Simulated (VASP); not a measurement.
**SnSe2: relaxation of cell and atoms with r2SCAN+rVV10**

Crystal: SnSe2.

```
Sn Se
1.0
     3.83883    0.00000    0.00000
    -1.91941    3.32452    0.00000
     0.00000    0.00000    6.00381
Sn Se
1 2
Direct
  0.00000 0.00000 0.00000
  0.33333 0.66667 0.26554
  0.66667 0.33333 0.73446
```

| Item | Value |
| --- | --- |
| Program | VASP 6.6.1 |
| Task | relaxation of cell and atoms |
| Functional | r2SCAN |
| Dispersion | rVV10 |
| Potentials or basis | VASP PAW PBE potentials, release 64 (Sn_d, Se) |
| Cutoff | 550 eV |
| k mesh | 12 × 12 × 4 |
| Occupations | fermi-dirac, width 0.02 eV |
| Spin | no spin polarisation |
| Dipole correction | no |
| Further INCAR settings | ALGO = Normal; EDIFF = 1e-07; IBRION = 2; EDIFFG = -0.005; NSW = 80; ISIF = 3 |

```json
{
  "Relaxed volume": "26.40 Å³/atom",
  "Relaxed cell": "a = 3.830 Å, b = 3.830 Å, c = 6.235 Å, α = 90.00°, β = 90.00°, γ = 120.00°",
  "Space group after relaxing (to 0.1 Å)": "P-3m1 (No. 164)",
  "Energy gained by relaxing": "5.8 meV/atom",
  "Ionic steps": "10",
  "Pressure after relaxing": "0.0 GPa",
  "Band gap on the k mesh": "0.99 eV (least direct gap 1.47 eV)"
}
```

Forces in eV/Å, atoms in the order of the input:
```
Sn   0.000  0.000  0.000
Se   0.000  0.000  0.003
Se   0.000  0.000 -0.003
```

Step by step:
| step | energy change (eV) | largest force (eV/Å) | pressure (GPa) | volume (Å³) |
| --- | --- | --- | --- | --- |
| 1 | 0.0000 | 0.2744 | -0.30 | 76.62 |
| 2 | -0.0042 | 0.0818 | 0.65 | 76.10 |
| 3 | -0.0042 | 0.0812 | 0.65 | 76.10 |
| 4 | -0.0083 | 0.0504 | 0.41 | 76.73 |
| 5 | -0.0124 | 0.0325 | -0.19 | 78.54 |
| 6 | -0.0163 | 0.0209 | -0.08 | 78.88 |
| 7 | -0.0173 | 0.0108 | 0.03 | 79.15 |
| 8 | -0.0173 | 0.0102 | 0.04 | 79.16 |
| 9 | -0.0173 | 0.0106 | -0.08 | 79.26 |
| 10 | -0.0173 | 0.0030 | 0.00 | 79.19 |

Final structure:
```yaml
crystal:
  lattice:
    - [3.82969, 0.00000, 0.00000]
    - [-1.91484, 3.31661, 0.00000]
    - [0.00000, 0.00000, 6.23505]
  atoms:
    - { symbol: Sn, position: [0.00000, 0.00000, 0.00000] }
    - { symbol: Se, position: [0.33333, 0.66667, 0.25301] }
    - { symbol: Se, position: [0.66667, 0.33333, 0.74699] }
```

Levels at points of the mesh, in eV from the valence-band top:
| k point | band 11 | band 12 | band 13 | band 14 | band 15 | band 16 |
| --- | --- | --- | --- | --- | --- | --- |
| (0.00, 0.00, 0.00) | -0.31 | -0.31 | -0.11 | 1.39 | 3.54 | 5.04 |
| (0.50, 0.00, 0.00) | -2.54 | -1.24 | -0.28 | 1.38 | 4.22 | 5.75 |
| (0.00, 0.00, 0.50) | -0.69 | -0.15 | -0.15 | 2.79 | 3.47 | 4.77 |
| (0.50, 0.00, 0.50) | -2.00 | -0.83 | -0.68 | 0.99 | 4.59 | 5.15 |

Wall time 46 min on 1 thread of AMD EPYC 9R45 (Zen 5), with other jobs on the host, peak memory 0.41 GiB.

Caveat: the PAW data sets were made with another functional, which shifts forces and pressure a little; spin-orbit coupling is left out, which moves the levels of the heavy elements. A k mesh can miss the band edges.
